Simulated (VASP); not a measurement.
# TcN2 (Fm-3m) in VASP: further runs, part 2 of 2

VASP 6.6.1. Earlier steps stand in the parts before.

### 3 Single point, PBE

This run uses another cell than the first one, of 9.54 Å³/atom, 1.032 times its volume.

INCAR

```
PREC = Accurate
ENCUT = 520
EDIFF = 1E-7
ISMEAR = 1
SIGMA = 0.1
LREAL = False
LASPH = True
NELM = 80
ALGO = Normal
ISIF = 2
LWAVE = False
LCHARG = False
GGA = PE
NBANDS = 18
```

KPOINTS

```
Automatic mesh
0
Gamma
  8 8 8
```

POSCAR

```
TcN2
1.0
    0.0000000000      2.4281421365      2.4281421365
    2.4281421365      0.0000000000      2.4281421365
    2.4281421365      2.4281421365      0.0000000000
Tc N
1 2
Direct
    0.0000000000      0.0000000000      0.0000000000
    0.7500000000      0.7500000000      0.7500000000
    0.2500000000      0.2500000000      0.2500000000
```

Potentials or basis: VASP PAW PBE potentials, release 64 (Tc_pv, N).

The run is started by

```console
$ cat potpaw_PBE.64/Tc_pv/POTCAR potpaw_PBE.64/N/POTCAR > POTCAR
$ mpirun -np 1 vasp_std > vasp.out
```

OUTCAR:

```text
PREC = Accurate
   ENCUT = 520
   EDIFF = 1E-7
   ISMEAR = 1
   LREAL = False
   LASPH = True
   NELM = 80
   ISIF = 2
   GGA = PE

 ion  position               nearest neighbor table
   1  0.000  0.000  0.000-   2 2.10   2 2.10   2 2.10   2 2.10   3 2.10   3 2.10   3 2.10   3 2.10

   2  0.750  0.750  0.750-   1 2.10   1 2.10   1 2.10   1 2.10
   3  0.250  0.250  0.250-   1 2.10   1 2.10   1 2.10   1 2.10

  LATTYP: Found a face centered cubic cell.
 ALAT       =     4.8562842730

  Lattice vectors:

 A1 = (   0.0000000000,   2.4281421365,   2.4281421365)
 A2 = (   2.4281421365,   0.0000000000,   2.4281421365)
 A3 = (   2.4281421365,   2.4281421365,   0.0000000000)

Analysis of symmetry for initial positions (statically):
=====================================================================
 Subroutine PRICEL returns:
 Original cell was already a primitive cell.

 Routine SETGRP: Setting up the symmetry group for a
 face centered cubic supercell.

 Subroutine GETGRP returns: Found 48 space group operations
 (whereof 48 operations were pure point group operations)
 out of a pool of 48 trial point group operations.
[... 165 lines left out ...]

 E-fermi :   9.2315     XC(G=0): -12.9007

 val. band max:        9.1840397346   @ k =  -0.2500   0.5000   0.2500
 cond. band min:       9.2416239100   @ k =  -0.3750   0.3750   0.1250
 fundamental gap:      0.0575841754
 Fermi energy:         9.2315116540

 k-point     1 :       0.0000    0.0000    0.0000
  band No.  band energies     occupation
      1     -30.4006      2.00000
      2     -30.4006      2.00000
      3     -30.4006      2.00000
      4      -7.9401      2.00000
      5      -2.0166      2.00000
      6       2.0299      2.00000
[... 481 lines left out ...]
      5      -4.7861      2.00000
      6       2.6457      2.00000
[... 10 lines left out ...]
     17      20.1090      0.00000
     18      24.1294      0.00000

 [... further k-points ...]

------------------------ aborting loop because EDIFF is reached ----------------------------------------

  FORCE on cell =-STRESS in cart. coord.  units (eV):
  Direction    XX          YY          ZZ          XY          YZ          ZX
  --------------------------------------------------------------------------------------
  -------------------------------------------------------------------------------------
  Total        0.0452617      0.0452617      0.0452617     -0.0000000      0.0000000      0.0000000
  in kB        2.5327338      2.5327338      2.5327338     -0.0000000      0.0000000      0.0000000
  external PRESSURE =       2.5327338 kB  Pullay stress =       0.0000000 kB

 VOLUME and BASIS-vectors are now :
 -----------------------------------------------------------------------------
  energy-cutoff  :      520.00
  volume of cell :       28.63
      direct lattice vectors                 reciprocal lattice vectors
     0.000000000  2.428142136  2.428142136    -0.205918753  0.205918753  0.205918753
     2.428142136  0.000000000  2.428142136     0.205918753 -0.205918753  0.205918753
     2.428142136  2.428142136  0.000000000     0.205918753  0.205918753 -0.205918753

 POSITION                                       TOTAL-FORCE (eV/Angst)
 -----------------------------------------------------------------------------------
      0.00000      0.00000      0.00000         0.000000     -0.000000      0.000000
      3.64221      3.64221      3.64221        -0.000000     -0.000000     -0.000000
      1.21407      1.21407      1.21407         0.000000      0.000000      0.000000
 -----------------------------------------------------------------------------------
    total drift:                               -0.000000     -0.000000      0.000000

  FREE ENERGIE OF THE ION-ELECTRON SYSTEM (eV)
  ---------------------------------------------------
  free  energy   TOTEN  =       -24.6636560331 eV

  energy  without entropy=      -24.6628309824  energy(sigma->0) =      -24.66338102
```

OSZICAR:

```text
N       E                     dE             d eps       ncg     rms          rms(c)
DAV:   1     0.207603983593E+03    0.20760E+03   -0.13277E+04  1044   0.124E+03
DAV:   2    -0.246701701132E+02   -0.23227E+03   -0.22799E+03  1286   0.366E+02
DAV:   3    -0.322887412646E+02   -0.76186E+01   -0.75587E+01  1146   0.734E+01
DAV:   4    -0.323480627698E+02   -0.59322E-01   -0.59280E-01  1162   0.693E+00
DAV:   5    -0.323484636939E+02   -0.40092E-03   -0.40092E-03  1114   0.559E-01    0.304E+01
DAV:   6    -0.312714141724E+02    0.10770E+01   -0.13351E+02  1074   0.613E+01    0.202E+01
DAV:   7    -0.247546780452E+02    0.65167E+01   -0.34760E+01  1058   0.415E+01    0.838E+00
DAV:   8    -0.246716096401E+02    0.83068E-01   -0.16776E+00  1054   0.841E+00    0.384E+00
DAV:   9    -0.246655145628E+02    0.60951E-02   -0.52209E-02  1150   0.185E+00    0.369E-01
DAV:  10    -0.246646411781E+02    0.87338E-03   -0.63975E-03  1124   0.481E-01    0.274E-01
DAV:  11    -0.246636914911E+02    0.94969E-03   -0.42778E-03  1060   0.540E-01    0.106E-01
DAV:  12    -0.246636827879E+02    0.87033E-05   -0.59283E-05  1076   0.623E-02    0.447E-02
DAV:  13    -0.246636551237E+02    0.27664E-04   -0.11627E-04  1048   0.660E-02    0.141E-02
DAV:  14    -0.246636557867E+02   -0.66302E-06   -0.17287E-06  1116   0.121E-02    0.296E-03
DAV:  15    -0.246636560810E+02   -0.29431E-06   -0.17826E-07   944   0.370E-03    0.114E-03
DAV:  16    -0.246636560331E+02    0.47984E-07   -0.22210E-08   546   0.126E-03
   1 F= -.24663656E+02 E0= -.24663381E+02  d E =-.825051E-03
```

Run time: 19 s. Hardware: 1 thread of Intel Xeon Platinum 8375C at 2.90GHz (Ice Lake), shared host; peak memory 0.16 GiB.

Results:

- Free energy: -24.6637 eV
- Pressure: 0.3 GPa

### 4 Single point, PBE

This run uses another cell than the first one, of 9.84 Å³/atom, 1.063 times its volume.

INCAR

```
PREC = Accurate ; ENCUT = 520
EDIFF = 1E-7 ; ISMEAR = 1
SIGMA = 0.1 ; LREAL = F
LASPH = T ; NELM = 80
ALGO = Normal ; ISIF = 2
LWAVE = F ; LCHARG = T
GGA = PE ; LELF = T
LVHAR = T ; NBANDS = 18
```

KPOINTS is that of step 3.

POSCAR

```
TcN2
1.0
    0.0000000000      2.4526704849      2.4526704849
    2.4526704849      0.0000000000      2.4526704849
    2.4526704849      2.4526704849      0.0000000000
Tc N
1 2
Direct
    0.0000000000      0.0000000000      0.0000000000
    0.7500000000      0.7500000000      0.7500000000
    0.2500000000      0.2500000000      0.2500000000
```

The run is started by

```console
$ cat potpaw_PBE.64/Tc_pv/POTCAR potpaw_PBE.64/N/POTCAR > POTCAR
$ mpirun -np 1 vasp_std > vasp.out
```

It took 23 s on 1 thread of Intel Xeon Platinum 8375C at 2.90GHz (Ice Lake), shared host; peak memory 0.16 GiB.

The run converged. Its results:

```yaml
Free_energy: -24.6423 eV
Pressure: -8.3 GPa
```

Levels at points of the mesh, in eV from the Fermi level:
| k point | band 7 | band 8 | band 9 | band 10 | band 11 | band 12 | band 13 | band 14 | band 15 | band 16 |
| --- | --- | --- | --- | --- | --- | --- | --- | --- | --- | --- |
| (0.00, 0.00, 0.00) | -6.93 | -6.93 | -1.13 | -1.13 | 0.16 | 0.16 | 0.16 | 6.02 | 6.02 | 6.02 |
| (0.50, 0.00, 0.00) | -5.87 | -2.96 | -2.51 | -1.87 | -1.87 | -0.65 | -0.65 | 2.45 | 5.51 | 5.51 |
| (0.50, 0.50, 0.00) | -4.24 | -4.24 | -2.89 | -2.89 | -0.22 | 0.28 | 1.24 | 2.61 | 4.60 | 4.60 |

### 5 Single point, PBE

This run uses another cell than the first one, of 10.13 Å³/atom, 1.095 times its volume.

INCAR

```
  ALGO = Normal
  EDIFF = 1E-6
  ENCUT = 520
  GGA = PE
  ISIF = 2
  ISMEAR = 1
  LASPH = True
  LCHARG = True
  LELF = True
  LREAL = False
  LVHAR = True
  LWAVE = False
  NBANDS = 18
  NELM = 100
  PREC = Accurate
  SIGMA = 0.1
```

KPOINTS

```
k-points
0
Gamma
  8 8 8
```

POSCAR

```
TcN2
1.0
    0.0000000000      2.4767178074      2.4767178074
    2.4767178074      0.0000000000      2.4767178074
    2.4767178074      2.4767178074      0.0000000000
Tc N
1 2
Direct
    0.0000000000      0.0000000000      0.0000000000
    0.7500000000      0.7500000000      0.7500000000
    0.2500000000      0.2500000000      0.2500000000
```

Potentials or basis: VASP PAW PBE potentials, release 64 (Tc_pv, N).

The run is started by

```console
$ cat potpaw_PBE.64/Tc_pv/POTCAR potpaw_PBE.64/N/POTCAR > POTCAR
$ mpirun -np 1 vasp_std > vasp.out
```

OUTCAR:

```text
EDIFF = 1E-6
   ENCUT = 520
   GGA = PE
   ISIF = 2
   ISMEAR = 1
   LASPH = True
   LREAL = False
   NELM = 100
   PREC = Accurate

 ion  position               nearest neighbor table
   1  0.000  0.000  0.000-   2 2.14   2 2.14   2 2.14   2 2.14   3 2.14   3 2.14   3 2.14   3 2.14

   2  0.750  0.750  0.750-   1 2.14   1 2.14   1 2.14   1 2.14
   3  0.250  0.250  0.250-   1 2.14   1 2.14   1 2.14   1 2.14

[... 699 lines left out ...]
------------------------ aborting loop because EDIFF is reached ----------------------------------------

  FORCE on cell =-STRESS in cart. coord.  units (eV):
  Direction    XX          YY          ZZ          XY          YZ          ZX
  --------------------------------------------------------------------------------------
  -------------------------------------------------------------------------------------
  Total       -2.9510303     -2.9510303     -2.9510303     -0.0000000     -0.0000000      0.0000000
  in kB     -155.6054025   -155.6054025   -155.6054025     -0.0000000     -0.0000000      0.0000000
  external PRESSURE =    -155.6054025 kB  Pullay stress =       0.0000000 kB

 VOLUME and BASIS-vectors are now :
 -----------------------------------------------------------------------------
  energy-cutoff  :      520.00
  volume of cell :       30.39
      direct lattice vectors                 reciprocal lattice vectors
     0.000000000  2.476717807  2.476717807    -0.201880084  0.201880084  0.201880084
     2.476717807  0.000000000  2.476717807     0.201880084 -0.201880084  0.201880084
     2.476717807  2.476717807  0.000000000     0.201880084  0.201880084 -0.201880084

 POSITION                                       TOTAL-FORCE (eV/Angst)
 -----------------------------------------------------------------------------------
      0.00000      0.00000      0.00000        -0.000000     -0.000000     -0.000000
      3.71508      3.71508      3.71508         0.000000      0.000000      0.000000
      1.23836      1.23836      1.23836         0.000000     -0.000000      0.000000
 -----------------------------------------------------------------------------------
    total drift:                               -0.000000     -0.000000      0.000000

  FREE ENERGIE OF THE ION-ELECTRON SYSTEM (eV)
  ---------------------------------------------------
  free  energy   TOTEN  =       -24.5776090032 eV

  energy  without entropy=      -24.5772010366  energy(sigma->0) =      -24.57747301
```

OSZICAR:

```text
N       E                     dE             d eps       ncg     rms          rms(c)
DAV:   1     0.202012148304E+03    0.20201E+03   -0.13191E+04  1052   0.123E+03
DAV:   2    -0.241400289761E+02   -0.22615E+03   -0.22091E+03  1282   0.357E+02
DAV:   3    -0.322196952591E+02   -0.80797E+01   -0.79555E+01  1144   0.735E+01
DAV:   4    -0.322932953647E+02   -0.73600E-01   -0.73536E-01  1152   0.733E+00
DAV:   5    -0.322938336033E+02   -0.53824E-03   -0.53822E-03  1120   0.617E-01    0.280E+01
DAV:   6    -0.326373385429E+02   -0.34350E+00   -0.15041E+02  1068   0.615E+01    0.224E+01
DAV:   7    -0.246528555830E+02    0.79845E+01   -0.40331E+01  1050   0.434E+01    0.712E+00
DAV:   8    -0.245892964135E+02    0.63559E-01   -0.15935E+00  1056   0.851E+00    0.374E+00
DAV:   9    -0.245791563156E+02    0.10140E-01   -0.71382E-02  1120   0.228E+00    0.351E-01
DAV:  10    -0.245781468530E+02    0.10095E-02   -0.43591E-03  1114   0.432E-01    0.231E-01
DAV:  11    -0.245776313400E+02    0.51551E-03   -0.28800E-03  1076   0.444E-01    0.700E-02
DAV:  12    -0.245776155856E+02    0.15754E-04   -0.70349E-05  1074   0.544E-02    0.337E-02
DAV:  13    -0.245776086017E+02    0.69839E-05   -0.39803E-05  1046   0.334E-02    0.256E-03
DAV:  14    -0.245776090032E+02   -0.40149E-06   -0.71563E-07   654   0.792E-03
   1 F= -.24577609E+02 E0= -.24577473E+02  d E =-.407967E-03
```

stdout:

```text
POSCAR found type information on POSCAR TcN
 POSCAR found :  2 types and       3 ions
 scaLAPACK will be used
 LDA part: xc-table for (Slater+PW92), standard interpolation
 POSCAR, INCAR and KPOINTS ok, starting setup
 FFT: planning ... GRIDC
 FFT: planning ... GRID_SOFT
 FFT: planning ... GRID
 WAVECAR not read
 entering main loop
```

Wall time 38 s (1 thread of Intel Xeon Platinum 8375C at 2.90GHz (Ice Lake), shared host); peak memory 0.16 GiB.

Results:

* Free energy: -24.5776 eV
* Pressure: -15.6 GPa

### 6 Single point, PBE

This run uses another cell than the first one, of 10.42 Å³/atom, 1.126 times its volume.

Edit INCAR of step 5 so:

```diff
@@ -7,6 +7,4 @@
   LASPH = True
-  LCHARG = True
-  LELF = True
+  LCHARG = False
   LREAL = False
-  LVHAR = True
   LWAVE = False
```

KPOINTS is that of step 5.

POSCAR

```
TcN2
1.0
    0.0000000000      2.5003070158      2.5003070158
    2.5003070158      0.0000000000      2.5003070158
    2.5003070158      2.5003070158      0.0000000000
Tc N
1 2
Direct
    0.0000000000      0.0000000000      0.0000000000
    0.7500000000      0.7500000000      0.7500000000
    0.2500000000      0.2500000000      0.2500000000
```

Potentials or basis: VASP PAW PBE potentials, release 64 (Tc_pv, N).

The run is started by

```console
$ cat potpaw_PBE.64/Tc_pv/POTCAR potpaw_PBE.64/N/POTCAR > POTCAR
$ mpirun -np 1 vasp_std > vasp.out
```

OUTCAR:

```text
EDIFF = 1E-6
   ENCUT = 520
   GGA = PE
   ISIF = 2
   ISMEAR = 1
   LASPH = True
   LREAL = False
   NELM = 100
   PREC = Accurate

 ion  position               nearest neighbor table
   1  0.000  0.000  0.000-   2 2.17   2 2.17   2 2.17   2 2.17   3 2.17   3 2.17   3 2.17   3 2.17

   2  0.750  0.750  0.750-   1 2.17   1 2.17   1 2.17   1 2.17
   3  0.250  0.250  0.250-   1 2.17   1 2.17   1 2.17   1 2.17

[... 699 lines left out ...]
------------------------ aborting loop because EDIFF is reached ----------------------------------------

  FORCE on cell =-STRESS in cart. coord.  units (eV):
  Direction    XX          YY          ZZ          XY          YZ          ZX
  --------------------------------------------------------------------------------------
  -------------------------------------------------------------------------------------
  Total       -4.2298557     -4.2298557     -4.2298557      0.0000000      0.0000000     -0.0000000
  in kB     -216.7834478   -216.7834478   -216.7834478      0.0000000      0.0000000     -0.0000000
  external PRESSURE =    -216.7834478 kB  Pullay stress =       0.0000000 kB

 VOLUME and BASIS-vectors are now :
 -----------------------------------------------------------------------------
  energy-cutoff  :      520.00
  volume of cell :       31.26
      direct lattice vectors                 reciprocal lattice vectors
     0.000000000  2.500307016  2.500307016    -0.199975442  0.199975442  0.199975442
     2.500307016  0.000000000  2.500307016     0.199975442 -0.199975442  0.199975442
     2.500307016  2.500307016  0.000000000     0.199975442  0.199975442 -0.199975442

 POSITION                                       TOTAL-FORCE (eV/Angst)
 -----------------------------------------------------------------------------------
      0.00000      0.00000      0.00000        -0.000000      0.000000     -0.000000
      3.75046      3.75046      3.75046        -0.000000     -0.000000     -0.000000
      1.25015      1.25015      1.25015         0.000000      0.000000      0.000000
 -----------------------------------------------------------------------------------
    total drift:                               -0.000000     -0.000000      0.000000

  FREE ENERGIE OF THE ION-ELECTRON SYSTEM (eV)
  ---------------------------------------------------
  free  energy   TOTEN  =       -24.4763728673 eV

  energy  without entropy=      -24.4757878260  energy(sigma->0) =      -24.47617785
```

Run time: 30 s. Hardware: 1 thread of Intel Xeon Platinum 8375C at 2.90GHz (Ice Lake), shared host; peak memory 0.16 GiB.

What came out:

- Free energy: -24.4764 eV
- Pressure: -21.7 GPa

Levels at points of the mesh, in eV from the Fermi level:
| k point | band 8 | band 9 | band 10 | band 11 | band 12 | band 13 | band 14 | band 15 |
| --- | --- | --- | --- | --- | --- | --- | --- | --- |
| (0.00, 0.00, 0.00) | -6.44 | -1.01 | -1.01 | 0.22 | 0.22 | 0.22 | 5.58 | 5.58 |
| (0.50, 0.00, 0.00) | -2.81 | -2.32 | -1.71 | -1.71 | -0.58 | -0.58 | 2.14 | 5.13 |
| (0.50, 0.50, 0.00) | -3.97 | -2.68 | -2.68 | -0.19 | 0.26 | 1.24 | 2.26 | 4.33 |

### 7 Overview

| cell | gap on the mesh (eV) | pressure (GPa) |
| --- | --- | --- |
| a = 3.399 Å, angles 60.0°, 3 atoms | none | 10.4 |
| a = 3.434 Å, angles 60.0°, 3 atoms | none | 0.3 |
| a = 3.469 Å, angles 60.0°, 3 atoms | none | -8.3 |
| a = 3.503 Å, angles 60.0°, 3 atoms | none | -15.6 |
| a = 3.536 Å, angles 60.0°, 3 atoms | none | -21.7 |

Alike in all rows: task single point; level PBE; potentials or basis VASP PAW PBE potentials, release 64 (Tc_pv, N); no spin polarisation; k mesh 8 × 8 × 8; cutoff (eV) 520; smearing methfessel-paxton 0.1 eV.

Absolute energies hang on the potentials; compare differences alone.
